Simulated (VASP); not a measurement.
# KBr (Fm-3m) in VASP: further runs

KBr is run at these levels: PBE, PBEsol+D4; tasks: single point.

Everything below comes from runs of VASP 6.6.1. Logs are shortened: lines on timing, memory, paths and dates and some standing lists are left out, and cuts for length are marked.

### 1 The cell of the first run

Symmetry: Fm-3m, No. 225, cubic system. The conventional cell has a = 6.600 Å, b = 6.600 Å, c = 6.600 Å, α = 90.00°, β = 90.00°, γ = 90.00°. Br (site symmetry m-3m) has 6 K at 3.30 Å within 4.3 Å. K (site symmetry m-3m) has 6 Br at 3.30 Å within 4.3 Å.

### 2 Single point, PBE

Input file INCAR:

```
PREC = Accurate ; ENCUT = 520
EDIFF = 1E-6 ; ISMEAR = -1
SIGMA = 0.02 ; LREAL = False
LASPH = True ; NELM = 100
ALGO = Normal ; ISIF = 2
LWAVE = False ; LCHARG = True
GGA = PE ; LELF = True
LVHAR = True ; NBANDS = 15
```

Input file KPOINTS:

```
Automatic mesh
0
Gamma
  4 4 4
```

Input file POSCAR:

```
KBr
1.0
    0.0000000000      3.3000000000      3.3000000000
    3.3000000000      0.0000000000      3.3000000000
    3.3000000000      3.3000000000      0.0000000000
Br K
1 1
Direct
    0.5000000000      0.5000000000      0.5000000000
    0.0000000000      0.0000000000      0.0000000000
```

Potentials or basis: VASP PAW PBE potentials, release 64 (Br, K_sv).

Command:

```sh
cat potpaw_PBE.64/Br/POTCAR potpaw_PBE.64/K_sv/POTCAR > POTCAR
mpirun -np 1 vasp_std > vasp.out
```

OUTCAR:

```text
PREC = Accurate
   ENCUT = 520
   EDIFF = 1E-6
   ISMEAR = -1
   LREAL = False
   LASPH = True
   NELM = 100
   ISIF = 2
   GGA = PE

 ion  position               nearest neighbor table
   1  0.500  0.500  0.500-   2 3.30   2 3.30   2 3.30   2 3.30   2 3.30   2 3.30
   2  0.000  0.000  0.000-   1 3.30   1 3.30   1 3.30   1 3.30   1 3.30   1 3.30

  LATTYP: Found a face centered cubic cell.
 ALAT       =     6.6000000000

  Lattice vectors:

 A1 = (   0.0000000000,   3.3000000000,   3.3000000000)
 A2 = (   3.3000000000,   0.0000000000,   3.3000000000)
 A3 = (   3.3000000000,   3.3000000000,   0.0000000000)

Analysis of symmetry for initial positions (statically):
=====================================================================
 Subroutine PRICEL returns:
 Original cell was already a primitive cell.

 Routine SETGRP: Setting up the symmetry group for a
 face centered cubic supercell.

 Subroutine GETGRP returns: Found 48 space group operations
 (whereof 48 operations were pure point group operations)
 out of a pool of 48 trial point group operations.

The static configuration has the point symmetry O_h .

Analysis of symmetry for dynamics (positions and initial velocities):
=====================================================================
 Subroutine PRICEL returns:
 Original cell was already a primitive cell.

 Routine SETGRP: Setting up the symmetry group for a
 face centered cubic supercell.

 Subroutine GETGRP returns: Found 48 space group operations
 (whereof 48 operations were pure point group operations)
 out of a pool of 48 trial point group operations.

The dynamic configuration has the point symmetry O_h .

 Subroutine INISYM returns: Found 48 space group operations
 (whereof 48 operations are pure point group operations),
 and found     1 'primitive' translations

----------------------------------------------------------------------------------------

                                     Primitive cell

  volume of cell :      71.8740

  direct lattice vectors                    reciprocal lattice vectors
     0.000000000  3.300000000  3.300000000    -0.151515152  0.151515152  0.151515152
     3.300000000  0.000000000  3.300000000     0.151515152 -0.151515152  0.151515152
     3.300000000  3.300000000  0.000000000     0.151515152  0.151515152 -0.151515152

  length of vectors
     4.666904756  4.666904756  4.666904756     0.262431941  0.262431941  0.262431941

  position of ions in fractional coordinates (direct lattice)
     0.500000000  0.500000000  0.500000000
     0.000000000  0.000000000  0.000000000

  ion indices of the primitive-cell ions
   primitive index   ion index
                 1           1
                 2           2

----------------------------------------------------------------------------------------

 KPOINTS: Automatic mesh

Automatic generation of k-mesh.
 Grid dimensions read from file:
 generate k-points for:    4    4    4

 Generating k-lattice:

  Cartesian coordinates                     Fractional coordinates (reciprocal lattice)
    -0.037878788  0.037878788  0.037878788     0.250000000  0.000000000  0.000000000
     0.037878788 -0.037878788  0.037878788     0.000000000  0.250000000  0.000000000
     0.037878788  0.037878788 -0.037878788     0.000000000  0.000000000  0.250000000

  Length of vectors
     0.065607985  0.065607985  0.065607985

  Shift w.r.t. Gamma in fractional coordinates (k-lattice)
     0.000000000  0.000000000  0.000000000

 Subroutine IBZKPT returns following result:
 ===========================================

 Found      8 irreducible k-points:

 Following reciprocal coordinates:
            Coordinates               Weight
  0.000000  0.000000  0.000000      1.000000
  0.250000  0.000000  0.000000      8.000000
  0.500000  0.000000  0.000000      4.000000
  0.250000  0.250000  0.000000      6.000000
  0.500000  0.250000  0.000000     24.000000
 -0.250000  0.250000  0.000000     12.000000
  0.500000  0.500000  0.000000      3.000000
 -0.250000  0.500000  0.250000      6.000000
   k-points           NKPTS =      8   k-points in BZ     NKDIM =      8   number of bands    NBANDS=     15
   number of dos      NEDOS =    301   number of ions     NIONS =      2
   total plane-waves  NPLWV =  46656
   dimension x,y,z NGX =    36 NGY =   36 NGZ =   36
   dimension x,y,z NGXF=    72 NGYF=   72 NGZF=   72
   ions per type =               1   1
   NGX,Y,Z   is equivalent  to a cutoff of  12.82, 12.82, 12.82 a.u.
   NGXF,Y,Z  is equivalent  to a cutoff of  25.65, 25.65, 25.65 a.u.
 SYSTEM =  unknown system
   PREC   = accura    normal or accurate (medium, high low for compatibility)
   ISTART =      0    job   : 0-new  1-cont  2-samecut
   ICHARG =      2    charge: 1-file 2-atom 10-const
   ISPIN  =      1    spin polarized calculation?
   LNONCOLLINEAR =      F non collinear calculations
   LSORBIT =      F    spin-orbit coupling
   LASPH  =      T    aspherical Exc in radial PAW
   ENCUT  =  520.0 eV  38.22 Ry    6.18 a.u.   8.68  8.68  8.68*2*pi/ulx,y,z
   NELM   =    100;   NELMIN=  2; NELMDL= -5     # of ELM steps
   EDIFF  = 0.1E-05   stopping-criterion for ELM
   LREAL  =      F    real-space projection
   EDIFFG = 0.1E-04   stopping-criterion for IOM
   NSW    =      0    number of steps for IOM
   IBRION =     -1    ionic relax: 0-MD 1-quasi-New 2-CG
   NFREE  =      0    steps in history (QN), initial steepest desc. (CG)
   ISIF   =      2    stress and relaxation
   ISYM   =      2    0-nonsym 1-usesym 2-fastsym
   POTIM  = 0.5000    time-step for ionic-motion
   TEBEG  =    0.0;   TEEND  =   0.0 temperature during run
   PSTRESS=    0.0 pullay stress
   NELECT =      16.0000    total number of electrons
   NUPDOWN=      -1.0000    fix difference up-down
   EMIN   =  10.00;   EMAX   =-10.00  energy-range for DOS
   EFERMI =   0.00;   METHOD = LEGACY
   ISMEAR =    -1;   SIGMA  =   0.02  broadening in eV -4-tet -1-fermi 0-gaus
   EFERMI_NEDOS =   21; number of points for ismear=-14 and -15
   IALGO  =     38    algorithm
   IMIX   =      4    mixing-type and parameters
     AMIX     =   0.40;   BMIX     =  1.00
     AMIX_MAG =   1.60;   BMIX_MAG =  1.00
  volume/ion in A,a.u.               =      35.94       242.51
  Fermi-wavevector in a.u.,A,eV,Ry     =   0.992181  1.874950 13.393889  0.984423
  Thomas-Fermi vector in A             =   2.123975
   LORBIT       =      0    0 simple, 1 ext, 2 COOP (PROOUT), +10 PAW based schemes
   GGA     = PE    functional components
   LHFCALC =     F    Hartree Fock is set to
   AEXX    =    0.0000 exact exchange contribution
   IVDW    =     0    specifies the selected vdW correction
   LEPSILON=     F    determine dielectric tensor
   LRPA    =     F    only Hartree local field effects (RPA)
 non-spin polarized calculation
  energy-cutoff  :      520.00
  volume of cell :       71.87
 maximum number of plane-waves:      1964
 NGX is ok and might be reduce to    36
   NGX = 17   NGY = 17   NGZ = 17

 number of electron      15.9999997 magnetization

 Free energy of the ion-electron system (eV)
  ---------------------------------------------------
  ext. energy  EPLUGINS =         0.00000000
  ---------------------------------------------------
  free energy    TOTEN  =        -6.21463858 eV

  energy without entropy =       -6.21463858  energy(sigma->0) =       -6.21463858

 E-fermi :  -1.2997     XC(G=0):  -7.3703

 val. band max:       -1.7399428696   @ k =   0.0000   0.0000   0.0000
 cond. band min:       2.6936834830   @ k =   0.0000   0.0000   0.0000
 fundamental gap:      4.4336263527
 Fermi energy:        -1.2997370799

 k-point     1 :       0.0000    0.0000    0.0000
  band No.  band energies     occupation
      1     -29.5219      2.00000
      2     -14.0320      2.00000
      3     -12.9992      2.00000
      4     -12.9992      2.00000
      5     -12.9992      2.00000
      6      -1.7399      2.00000
      7      -1.7399      2.00000
      8      -1.7399      2.00000
      9       2.6937      0.00000
     10       5.8637      0.00000
     11       5.8637      0.00000
     12       5.8637      0.00000
     13       6.6868      0.00000
     14       6.6868      0.00000
     15       9.8623      0.00000

 k-point     2 :       0.2500    0.0000    0.0000
  band No.  band energies     occupation
      1     -29.5191      2.00000
      2     -14.1293      2.00000
      3     -13.0020      2.00000
      4     -13.0020      2.00000
      5     -12.8666      2.00000
      6      -2.4112      2.00000
      7      -1.9131      2.00000
      8      -1.9131      2.00000
      9       3.9461      0.00000
     10       5.7474      0.00000
     11       6.5665      0.00000
     12       6.5665      0.00000
     13       7.4578      0.00000
     14       7.4578      0.00000
     15      10.4776      0.00000

 k-point     3 :       0.5000    0.0000    0.0000
  band No.  band energies     occupation
      1     -29.5163      2.00000
      2     -14.2099      2.00000
      3     -13.0048      2.00000
      4     -13.0048      2.00000
      5     -12.7497      2.00000
      6      -2.9185      2.00000
      7      -2.0727      2.00000
      8      -2.0727      2.00000
      9       4.8504      0.00000
     10       6.4950      0.00000
     11       8.0227      0.00000
     12       8.0227      0.00000
     13       8.3354      0.00000
     14       8.3354      0.00000
     15       9.1942      0.00000

 k-point     4 :       0.2500    0.2500    0.0000
  band No.  band energies     occupation
      1     -29.5182      2.00000
      2     -14.0793      2.00000
      3     -13.0171      2.00000
      4     -13.0171      2.00000
      5     -12.9121      2.00000
      6      -2.4461      2.00000
      7      -1.9020      2.00000
      8      -1.9020      2.00000
      9       4.1596      0.00000
     10       4.7906      0.00000
     11       7.1054      0.00000
     12       7.3115      0.00000
     13       7.3115      0.00000
     14       7.8786      0.00000
     15       9.9569      0.00000

 k-point     5 :       0.5000    0.2500    0.0000
  band No.  band energies     occupation
      1     -29.5155      2.00000
      2     -14.0893      2.00000
      3     -13.0391      2.00000
      4     -13.0200      2.00000
      5     -12.8836      2.00000
      6      -2.6245      2.00000
      7      -2.2024      2.00000
      8      -2.0494      2.00000
      9       4.9148      0.00000
     10       5.8311      0.00000
     11       7.2090      0.00000
     12       7.9079      0.00000
     13       8.0071      0.00000
     14       8.4757      0.00000
     15       9.1829      0.00000

 k-point     6 :      -0.2500    0.2500    0.0000
  band No.  band energies     occupation
      1     -29.5164      2.00000
      2     -14.1374      2.00000
      3     -13.0395      2.00000
      4     -13.0050      2.00000
      5     -12.8239      2.00000
      6      -2.6544      2.00000
      7      -2.1427      2.00000
      8      -2.0607      2.00000
      9       5.1508      0.00000
     10       5.7250      0.00000
     11       7.0865      0.00000
     12       7.2013      0.00000
     13       7.8881      0.00000
     14       8.9390      0.00000
     15       9.2535      0.00000

 k-point     7 :       0.5000    0.5000    0.0000
  band No.  band energies     occupation
      1     -29.5147      2.00000
      2     -13.9339      2.00000
      3     -13.0896      2.00000
      4     -13.0352      2.00000
      5     -13.0352      2.00000
      6      -2.5533      2.00000
      7      -2.0255      2.00000
      8      -2.0255      2.00000
      9       4.1246      0.00000
     10       5.4585      0.00000
     11       7.6266      0.00000
     12       7.7693      0.00000
     13       7.9325      0.00000
     14       9.0336      0.00000
     15       9.0336      0.00000

 k-point     8 :      -0.2500    0.5000    0.2500
  band No.  band energies     occupation
      1     -29.5146      2.00000
      2     -14.0310      2.00000
      3     -13.0622      2.00000
      4     -13.0622      2.00000
      5     -12.9028      2.00000
      6      -2.3272      2.00000
      7      -2.3272      2.00000
      8      -2.2766      2.00000
      9       5.6467      0.00000
     10       5.6467      0.00000
     11       6.5178      0.00000
     12       7.2628      0.00000
     13       8.9561      0.00000
     14       9.0583      0.00000
     15       9.2835      0.00000

------------------------ aborting loop because EDIFF is reached ----------------------------------------

  FORCE on cell =-STRESS in cart. coord.  units (eV):
  Direction    XX          YY          ZZ          XY          YZ          ZX
  --------------------------------------------------------------------------------------
  -------------------------------------------------------------------------------------
  Total        0.3408257      0.3408257      0.3408257      0.0000000      0.0000000     -0.0000000
  in kB        7.5975060      7.5975060      7.5975060      0.0000000      0.0000000     -0.0000000
  external PRESSURE =       7.5975060 kB  Pullay stress =       0.0000000 kB

 VOLUME and BASIS-vectors are now :
 -----------------------------------------------------------------------------
  energy-cutoff  :      520.00
  volume of cell :       71.87
      direct lattice vectors                 reciprocal lattice vectors
     0.000000000  3.300000000  3.300000000    -0.151515152  0.151515152  0.151515152
     3.300000000  0.000000000  3.300000000     0.151515152 -0.151515152  0.151515152
     3.300000000  3.300000000  0.000000000     0.151515152  0.151515152 -0.151515152

 POSITION                                       TOTAL-FORCE (eV/Angst)
 -----------------------------------------------------------------------------------
      3.30000      3.30000      3.30000        -0.000000      0.000000     -0.000000
      0.00000      0.00000      0.00000         0.000000      0.000000      0.000000
 -----------------------------------------------------------------------------------
    total drift:                                0.000000      0.000000      0.000000

  FREE ENERGIE OF THE ION-ELECTRON SYSTEM (eV)
  ---------------------------------------------------
  free  energy   TOTEN  =        -6.2146385798 eV

  energy  without entropy=       -6.2146385798  energy(sigma->0) =       -6.21463858
```

Run time: 7.9 s. Hardware: 1 thread of AMD EPYC 9R45 (Zen 5), shared host; peak memory 0.17 GiB.

Results:

```yaml
Free_energy: -6.2146 eV
Pressure: 0.8 GPa
Band_gap_on_the_k_mesh: 4.43 eV
```

PBE gaps usually lie below the measured ones, often by a third to a half.

### 3 Single point, PBEsol+D4

This run uses another cell than the first one, of 34.23 Å³/atom.

Input file INCAR:

```
ALGO     = Normal         # electronic algorithm
EDIFF    = 1E-7           # SCF threshold, eV
ENCUT    = 520            # plane-wave cutoff, eV
GGA      = PS             # functional
ISIF     = 2              # what is computed and relaxed
ISMEAR   = -1             # smearing method
IVDW     = 13             # dispersion correction
LASPH    = T              # aspherical terms in the spheres
LCHARG   = T              # write CHGCAR
LELF     = T              # ELF
LREAL    = F              # projectors in reciprocal space
LVHAR    = T            
LWAVE    = F              # write WAVECAR
NBANDS   = 15             # bands
NELM     = 100            # most SCF steps
PREC     = Accurate       # precision mode
SIGMA    = 0.05           # smearing width, eV
```

Input file KPOINTS:

```
k-points
0
Gamma
  7 7 7
```

Input file POSCAR:

```
KBr
1.0
    0.0000000000      3.2469652178      3.2469652178
    3.2469652178      0.0000000000      3.2469652178
    3.2469652178      3.2469652178      0.0000000000
Br K
1 1
Direct
    0.5000000000      0.5000000000      0.5000000000
    0.0000000000      0.0000000000      0.0000000000
```

Potentials or basis: VASP PAW PBE potentials, release 64 (Br, K_sv).

Command:

```sh
cat potpaw_PBE.64/Br/POTCAR potpaw_PBE.64/K_sv/POTCAR > POTCAR
mpirun -np 1 vasp_std > vasp.out
```

Run time: 15 s. Hardware: 1 thread of AMD EPYC 9R45 (Zen 5), shared host; peak memory 0.18 GiB.

Results (log left out):

```yaml
Free_energy: -6.6153 eV
Pressure: 0.1 GPa
Band_gap_on_the_k_mesh: 4.40 eV
Dispersion_energy_per_atom: -0.079 eV
```

Levels at points of the mesh, in eV from the valence-band top:
```
           k point  band 6  band 7  band 8  band 9  band 10  band 11
(0.00, 0.00, 0.00)    0.00    0.00    0.00    4.40     7.53     7.53
```

Caveat: the PAW data sets were made with another functional, which shifts forces and pressure a little. PBEsol gaps usually lie below the measured ones, often by a third to a half.
